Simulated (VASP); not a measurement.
Crystal: ZnO.

```
Zn O
1.0
     0.00000    2.13377    2.13377
     2.13377    0.00000    2.13377
     2.13377    2.13377    0.00000
Zn O
1 1
Direct
  0.00000 0.00000 0.00000
  0.50000 0.50000 0.50000
```

Base run:

```yaml
Program: VASP 6.6.1
Functional: r2SCAN
Potentials_or_basis: VASP PAW PBE potentials, release 64 (Zn, O)
Cutoff: 520 eV
k_mesh: 8 × 8 × 8
Occupations: gaussian, width 0.01 eV
Spin: no spin polarisation
```

Its results: band gap on the k mesh 1.55 eV, indirect (least direct gap 2.98 eV); electronic dielectric tensor (diagonal) 4.68.

Q: The run is repeated on the same cell with these changes: functional from r2SCAN to PBE. What comes out?

A: Band gap on the k mesh 0.92 eV, indirect (least direct gap 2.32 eV); electronic dielectric tensor (diagonal) 5.40.

r2SCAN gives the wider gap, since meta-GGAs in the generalised Kohn-Sham scheme recover part of the derivative discontinuity.

A k mesh can miss the band edges.
